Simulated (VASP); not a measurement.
HfSiO4:

```
CELL_PARAMETERS angstrom
5.20903 0.00000 0.00000
-2.60451 4.51115 0.00000
0.00000 0.00000 2.75285
ATOMIC_POSITIONS crystal
Hf 0.00000 0.00000 0.00000
Si 0.33333 0.66667 0.00000
O 0.66667 0.33333 0.00000
O 0.04538 0.52269 0.50000
O 0.47731 0.52269 0.50000
O 0.47731 0.95462 0.50000
```

The cell was generated, and may not be a known phase.

```yaml
Program: VASP 6.6.1
Task: relaxation of cell and atoms
Functional: PBE
Potentials_or_basis: VASP PAW PBE potentials, release 64 (Hf_pv, Si, O)
Cutoff: 600 eV
k_mesh: 6 × 6 × 6
Occupations: gaussian, width 0.1 eV
Spin: no spin polarisation
```

At the start: pressure -1.3 GPa; volume 10.78 Å³/atom.

Where does the relaxation end?

Over 10 steps the energy falls by 16.1 meV/atom and the volume is 11.20 Å³/atom (+3.9 %); space group P-6m2 (No. 187, to 0.1 Å) before and after.

The path:
```tsv
step	energy change (eV)	largest force (eV/Å)	pressure (GPa)	volume (Å³)
1	0.0000	0.1496	-1.30	64.69
2	-0.0325	0.3684	1.38	63.86
3	-0.0328	0.3202	1.11	63.94
4	-0.0526	0.2068	1.42	64.35
5	-0.0835	0.2019	3.00	65.57
6	-0.0938	0.0898	1.48	66.52
7	-0.0957	0.0135	0.47	67.20
8	-0.0957	0.0171	0.52	67.17
9	-0.0965	0.0225	0.26	67.19
10	-0.0967	0.0268	0.07	67.21
```

Final structure:
```cif
data_structure
_symmetry_space_group_name_H-M 'P 1'
_symmetry_Int_Tables_number 1
_cell_length_a 5.4357
_cell_length_b 5.4357
_cell_length_c 2.6265
_cell_angle_alpha 90.000
_cell_angle_beta 90.000
_cell_angle_gamma 120.000
_cell_volume 67.21
loop_
_atom_site_label
_atom_site_type_symbol
_atom_site_fract_x
_atom_site_fract_y
_atom_site_fract_z
_atom_site_occupancy
Hf1 Hf 0.00000 0.00000 0.00000 1
Si1 Si 0.33333 0.66667 0.00000 1
O1 O 0.66667 0.33333 0.00000 1
O2 O 0.05661 0.52830 0.50000 1
O3 O 0.47170 0.52830 0.50000 1
O4 O 0.47170 0.94339 0.50000 1
```

Caveat: the k points lie up to 0.40 Å⁻¹ apart in the final cell, too coarse for converged energies and pressures of a metal.
